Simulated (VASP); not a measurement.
# Ta (Im-3m) in VASP: a series of runs, part 2 of 2

VASP 6.6.1. The steps go on from the part before.

### Step 3. Single point, r2SCAN

The input, POSCAR:

```
Ta
1.0
   -1.6533592789      1.6533592789      1.6533592789
    1.6533592789     -1.6533592789      1.6533592789
    1.6533592789      1.6533592789     -1.6533592789
Ta
1
Direct
    0.0000000000      0.0000000000      0.0000000000
```

The input, INCAR.step1:

```
PREC = Accurate ; ENCUT = 520
ISMEAR = -1 ; SIGMA = 1.0
LREAL = False ; LASPH = True
NELM = 100 ; NBANDS = 12
GGA = PE ; ALGO = Normal
EDIFF = 1E-4 ; LWAVE = True
LCHARG = False
```

The input, INCAR.step2:

```
PREC = Accurate ; ENCUT = 520
EDIFF = 1E-6 ; ISMEAR = -1
SIGMA = 1.0 ; LREAL = False
LASPH = True ; NELM = 100
ALGO = Normal ; ISIF = 2
LWAVE = False ; LCHARG = False
METAGGA = R2SCAN ; LMIXTAU = True
NBANDS = 12 ; ISTART = 1
```

The input, KPOINTS:

```
regular mesh
0
Gamma
  13 13 13
```

Potentials or basis: VASP PAW PBE potentials, release 64 (Ta_pv).

The run is started by

```
$ cat potpaw_PBE.64/Ta_pv/POTCAR > POTCAR
$ cp INCAR.step1 INCAR
$ mpirun -np 1 vasp_std > vasp.out
$ cp INCAR.step2 INCAR
$ mpirun -np 1 vasp_std > vasp.out
```

OUTCAR:

```text
PREC = Accurate
   ENCUT = 520
   EDIFF = 1E-6
   ISMEAR = -1
   LREAL = False
   LASPH = True
   NELM = 100
   ISIF = 2
   METAGGA = R2SCAN
   ISTART = 1

 ion  position               nearest neighbor table
   1  0.000  0.000  0.000-

  LATTYP: Found a body centered cubic cell.
 ALAT       =     3.3067185578

  Lattice vectors:

 A1 = (  -1.6533592789,   1.6533592789,   1.6533592789)
 A2 = (   1.6533592789,  -1.6533592789,   1.6533592789)
 A3 = (   1.6533592789,   1.6533592789,  -1.6533592789)

Analysis of symmetry for initial positions (statically):
=====================================================================
 Subroutine PRICEL returns:
 Original cell was already a primitive cell.

 Routine SETGRP: Setting up the symmetry group for a
 body centered cubic supercell.

 Subroutine GETGRP returns: Found 48 space group operations
 (whereof 48 operations were pure point group operations)
 out of a pool of 48 trial point group operations.

The static configuration has the point symmetry O_h .

[... 165 lines left out ...]
 k-point     1 :       0.0000    0.0000    0.0000
  band No.  band energies     occupation
      1     -28.7915      2.00000
      2     -28.7915      2.00000
      3     -28.7915      2.00000
      4      -3.0130      1.99971
      5       6.1952      0.81596
      6       6.1952      0.81596
      7       6.1952      0.81596
      8       9.6862      0.04113
      9       9.6862      0.04113
     10      17.6270      0.00001
     11      21.0423      0.00000
     12      21.0423      0.00000
[... 331 lines left out ...]
 k-point    24 :       0.2308    0.0769    0.0769
  band No.  band energies     occupation
      1     -29.6764      2.00000
      2     -29.0603      2.00000
      3     -28.8597      2.00000
      4       0.6386      1.98885
      5       4.2406      1.65904
      6       4.6266      1.53573
      7       9.4603      0.05129
      8      10.1198      0.02685
      9      11.1619      0.00956
     10      17.6256      0.00001
     11      20.6979      0.00000
     12      20.9368      0.00000

 [... further k-points ...]

------------------------ aborting loop because EDIFF is reached ----------------------------------------

  FORCE on cell =-STRESS in cart. coord.  units (eV):
  Direction    XX          YY          ZZ          XY          YZ          ZX
  --------------------------------------------------------------------------------------
  -------------------------------------------------------------------------------------
  Total        1.4574768      1.4574768      1.4574768      0.0000000     -0.0000000      0.0000000
  in kB      129.1666937    129.1666937    129.1666937      0.0000000     -0.0000000      0.0000000
  external PRESSURE =     129.1666937 kB  Pullay stress =       0.0000000 kB

 VOLUME and BASIS-vectors are now :
 -----------------------------------------------------------------------------
  energy-cutoff  :      520.00
  volume of cell :       18.08
      direct lattice vectors                 reciprocal lattice vectors
    -1.653359279  1.653359279  1.653359279     0.000000000  0.302414609  0.302414609
     1.653359279 -1.653359279  1.653359279     0.302414609  0.000000000  0.302414609
     1.653359279  1.653359279 -1.653359279     0.302414609  0.302414609  0.000000000

 POSITION                                       TOTAL-FORCE (eV/Angst)
 -----------------------------------------------------------------------------------
      0.00000      0.00000      0.00000        -0.000000      0.000000      0.000000
 -----------------------------------------------------------------------------------
    total drift:                                0.000000     -0.000000     -0.000000

  FREE ENERGIE OF THE ION-ELECTRON SYSTEM (eV)
  ---------------------------------------------------
  free  energy   TOTEN  =       -50.1208164673 eV

  energy  without entropy=      -47.2711635803  energy(sigma->0) =      -48.69599002
```

Run time: 42 s. Hardware: 1 thread of AMD EPYC 9R45 (Zen 5), shared host; peak memory 0.12 GiB.

Results:

* Free energy: -50.1208 eV
* Pressure: 12.9 GPa
* Band gap on the k mesh: zero (an odd number of electrons rules out a gap without spin polarisation)

Levels at points of the mesh, in eV from the Fermi level:
| k point | band 2 | band 3 | band 4 | band 5 | band 6 | band 7 | band 8 | band 9 | band 10 | band 11 |
| --- | --- | --- | --- | --- | --- | --- | --- | --- | --- | --- |
| (0.00, 0.00, 0.00) | -34.61 | -34.61 | -8.84 | 0.37 | 0.37 | 0.37 | 3.86 | 3.86 | 11.80 | 15.22 |

Caveat: the cell stands under pressure; so wide a smearing shifts energies and pressures; the PAW data sets were made with another functional, which shifts forces and pressure a little; spin-orbit coupling is left out, which moves the levels of the heavy elements.

### Step 4. Single point, r2SCAN

POSCAR is that of step 3.

The input, INCAR.step1:

```
SYSTEM = Ta
ALGO     = Normal         ! electronic algorithm
EDIFF    = 1E-4           ! SCF threshold, eV
ENCUT    = 520            ! plane-wave cutoff, eV
GGA      = PE             ! functional
ISMEAR   = 0              ! smearing method
LASPH    = .TRUE.         ! aspherical terms in the spheres
LCHARG   = .FALSE.        ! write CHGCAR
LREAL    = .FALSE.        ! projectors in reciprocal space
LWAVE    = .TRUE.         ! write WAVECAR
NBANDS   = 12             ! bands
NELM     = 80             ! most SCF steps
PREC     = Accurate       ! precision mode
SIGMA    = 0.01           ! smearing width, eV
```

The input, INCAR.step2:

```
SYSTEM = Ta
ALGO     = Normal         ! electronic algorithm
EDIFF    = 1E-6           ! SCF threshold, eV
ENCUT    = 520            ! plane-wave cutoff, eV
ISIF     = 2              ! what is computed and relaxed
ISMEAR   = 0              ! smearing method
ISTART   = 1            
LASPH    = .TRUE.         ! aspherical terms in the spheres
LCHARG   = .TRUE.         ! write CHGCAR
LELF     = .TRUE.         ! ELF
LMIXTAU  = .TRUE.       
LREAL    = .FALSE.        ! projectors in reciprocal space
LVHAR    = .TRUE.       
LWAVE    = .FALSE.        ! write WAVECAR
METAGGA  = R2SCAN         ! meta-GGA
NBANDS   = 12             ! bands
NELM     = 80             ! most SCF steps
PREC     = Accurate       ! precision mode
SIGMA    = 0.01           ! smearing width, eV
```

The input, KPOINTS:

```
k-points
0
G
  13 13 13
  0 0 0
```

The run is started by

```
$ cat potpaw_PBE.64/Ta_pv/POTCAR > POTCAR
$ cp INCAR.step1 INCAR
$ mpirun -np 1 vasp_std > vasp.out
$ cp INCAR.step2 INCAR
$ mpirun -np 1 vasp_std > vasp.out
```

Wall time 47 s (1 thread of AMD EPYC 9R45 (Zen 5), shared host); peak memory 0.12 GiB.

It converged, with:

```
Free energy            : -48.5819 eV
Pressure               : 0.6 GPa
Band gap on the k mesh : zero (an odd number of electrons rules out a gap without spin polarisation)
```

Levels at points of the mesh, in eV from the Fermi level:
```
           k point  band 1  band 2  band 3  band 4  band 5  band 6  band 7  band 8  band 9  band 10
(0.00, 0.00, 0.00)  -34.21  -34.21  -34.21   -8.29    0.87    0.87    0.87    4.35    4.35    12.12
```

Caveat: the PAW data sets were made with another functional, which shifts forces and pressure a little; spin-orbit coupling is left out, which moves the levels of the heavy elements.

### Step 5. Summary

```tsv
smearing	gap on the mesh (eV)	pressure (GPa)
fermi-dirac 0.6 eV	none	5.3
fermi-dirac 1 eV	none	12.9
gaussian 0.01 eV	none	0.6
```

Alike in all rows: task single point; level r2SCAN; potentials or basis VASP PAW PBE potentials, release 64 (Ta_pv); no spin polarisation; cell as given; k mesh 13 × 13 × 13; cutoff (eV) 520.

Caveats: the PAW data sets were made with another functional, which shifts forces and pressure a little; spin-orbit coupling is left out, which moves the levels of the heavy elements; the cell stands under pressure (at least some runs); so wide a smearing shifts energies and pressures (at least some runs).

Total energies depend on the potentials used, so only differences within one code and one set of settings carry meaning.
